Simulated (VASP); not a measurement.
Set up this calculation in VASP 6.6.1, as the native input.

```
Task                               : single point
Functional                         : HF
Potentials or basis                : VASP PAW PBE potentials, release 64 (Mg, O)
Cutoff                             : 520 eV
k mesh                             : 6 × 6 × 6
Occupations                        : gaussian, width 0.01 eV
Spin                               : no spin polarisation
Dipole correction                  : no
Grid for exact exchange (PRECFOCK) : Normal
Further INCAR settings             : ALGO = Normal; EDIFF = 1e-06; NBANDS = 11
Share of exact exchange            : 1
```

Crystal: MgO.

```
Mg O
1.0
     2.62335    0.00000    0.00000
     0.00000    2.62335    0.00000
     0.00000    0.00000    2.62335
Mg O
1 1
Direct
  0.00000 0.00000 0.00000
  0.50000 0.50000 0.50000
```

One way to write it, as run:

POSCAR

```
MgO
1.0
    2.6233490555      0.0000000000      0.0000000000
    0.0000000000      2.6233490555      0.0000000000
    0.0000000000      0.0000000000      2.6233490555
Mg O
1 1
Direct
    0.0000000000      0.0000000000      0.0000000000
    0.5000000000      0.5000000000      0.5000000000
```

INCAR.step1

```
SYSTEM = MgO
ALGO = Normal ; EDIFF = 1E-5
ENCUT = 520 ; GGA = PE
ISIF = 2 ; ISMEAR = 0
LASPH = .TRUE. ; LREAL = .FALSE.
LWAVE = .TRUE. ; NBANDS = 11
NELM = 60 ; PREC = Accurate
SIGMA = 0.01
```

INCAR.step2

```
SYSTEM = MgO
AEXX = 1.0 ; AGGAC = 0.0
ALDAC = 0.0 ; ALGO = Normal
EDIFF = 1E-6 ; ENCUT = 520
GGA = PE ; ISIF = 2
ISMEAR = 0 ; ISTART = 1
LASPH = .TRUE. ; LCHARG = .TRUE.
LELF = .TRUE. ; LHFCALC = .TRUE.
LREAL = .FALSE. ; LVHAR = .TRUE.
LWAVE = .FALSE. ; NBANDS = 11
NELM = 60 ; PREC = Accurate
PRECFOCK = Normal ; SIGMA = 0.01
```

KPOINTS

```
k-points
0
G
  6 6 6
  0 0 0
```

Potentials or basis: VASP PAW PBE potentials, release 64 (Mg, O).

The run is started by

```sh
$ cat potpaw_PBE.64/Mg/POTCAR potpaw_PBE.64/O/POTCAR > POTCAR
$ cp INCAR.step1 INCAR
$ mpirun -np 1 vasp_std > vasp.out
$ cp INCAR.step2 INCAR
$ mpirun -np 1 vasp_std > vasp.out
```

Results of the run:

```yaml
Pressure: -4.1 GPa
Band_gap_on_the_k_mesh: 12.75 eV (least direct gap 14.08 eV)
```

Caveat: the cell stands under tension; the PAW data sets were made with another functional, which shifts forces and pressure a little.

Wall time 4.7 min on 1 thread of AMD EPYC 9R45 96-Core Processor (Zen 5), with other jobs on the host, peak memory 0.11 GiB.
